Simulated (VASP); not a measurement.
Runs of VASP 6.6.1 on Si2Mo. The structure is that of space group P6_222 (No. 180), or close to it. The cells are those of the table. 

```csv
task,level,U,cell,cutoff (eV),smearing,gap on the mesh (eV),pressure (GPa),relaxed volume (Å³/atom),largest force (eV/Å)
relaxation of cell and atoms,PBEsol+U,Mo d U = 8.0 eV,"relaxed from a = 4.585, b = 4.585, c = 6.580 Å, angles 90.0, 90.0, 120.0°, 9 atoms",500,fermi-dirac 0.05 eV,1.01,-0.1,13.62,0.01
single point,PBE,-,"a = 4.585, b = 4.585, c = 6.580 Å, angles 90.0, 90.0, 120.0°, 9 atoms",520,gaussian 0.015 eV,0.27,3.7,-,0.01
relaxation of cell and atoms,BLYP+D4,-,"relaxed from a = 4.585, b = 4.585, c = 6.580 Å, angles 90.0, 90.0, 120.0°, 9 atoms",600,fermi-dirac 0.05 eV,0.26,0.0,(b),-
single point,BLYP+D4,-,"a = 4.591, b = 4.591, c = 6.560 Å, angles 90.0, 90.0, 120.0°, 9 atoms",520,fermi-dirac 0.05 eV,0.26,(a),-,-
```

Alike in all rows: potentials or basis VASP PAW PBE potentials, release 64 (Mo_sv, Si); no spin polarisation; k mesh 7 × 7 × 4.

Task: Estimate the missing entries.

Result: (a) 0.9; (b) 13.36.

Caveats: the PAW data sets were made with another functional, which shifts forces and pressure a little (at least some runs); the dispersion term is far too large for a dense solid, which distorts pressure and volume (at least some runs); the U is typed as a test and isn't derived for this compound (at least some runs); the cell stands under pressure (at least some runs).

A k mesh can miss the band edges, and the runs leave out spin-orbit coupling on Mo.
